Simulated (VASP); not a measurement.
Write the native input for VASP 6.6.1 that does the following.

```
Task                   : single point
Functional             : PBE
Potentials or basis    : VASP PAW PBE potentials, release 64 (Y_sv, N)
Cutoff                 : 600 eV
k mesh                 : 12 × 12 × 12
Occupations            : gaussian, width 0.05 eV
Spin                   : no spin polarisation
Dipole correction      : no
Further INCAR settings : ALGO = Normal; EDIFF = 1e-06; NBANDS = 15
```

The structure of YN lies in POSCAR:

```
YN
1.0
    0.0000000000      2.4534130892      2.4534130892
    2.4534130892      0.0000000000      2.4534130892
    2.4534130892      2.4534130892      0.0000000000
Y N
1 1
Direct
    0.5000000000      0.5000000000      0.5000000000
    0.0101898861      0.0101898861     -0.0101898861
```

This cell differs from its parent crystal: atom 2 (N) moved 0.05 Å along z.

The input as run:

INCAR

```
SYSTEM = YN
ALGO     = Normal         ! electronic algorithm
EDIFF    = 1E-6           ! SCF threshold, eV
ENCUT    = 600            ! plane-wave cutoff, eV
GGA      = PE             ! functional
GGA_COMPAT= .FALSE.      
ISIF     = 2              ! what is computed and relaxed
ISMEAR   = 0              ! smearing method
LASPH    = .TRUE.         ! aspherical terms in the spheres
LCHARG   = .FALSE.        ! write CHGCAR
LREAL    = .FALSE.        ! projectors in reciprocal space
LWAVE    = .FALSE.        ! write WAVECAR
NBANDS   = 15             ! bands
NELM     = 120            ! most SCF steps
PREC     = Accurate       ! precision mode
SIGMA    = 0.05           ! smearing width, eV
```

KPOINTS

```
k-points
0
G
  12 12 12
  0 0 0
```

Potentials or basis: VASP PAW PBE potentials, release 64 (Y_sv, N).

Run with:

```sh
$ cat potpaw_PBE.64/Y_sv/POTCAR potpaw_PBE.64/N/POTCAR > POTCAR
$ mpirun -np 1 vasp_std > vasp.out
```

It gave:

```yaml
Pressure: -0.3 GPa
Largest_force: 0.076 eV/Å
Band_gap_on_the_k_mesh: 0.23 eV (least direct gap 0.61 eV)
```

Caveat: the cell differs from its parent crystal (atom 2 (N) moved 0.05 Å along z).

It took 33 s on 1 thread of Intel(R) Xeon(R) 6975P-C (Granite Rapids) (shared host), peak memory 0.25 GiB.
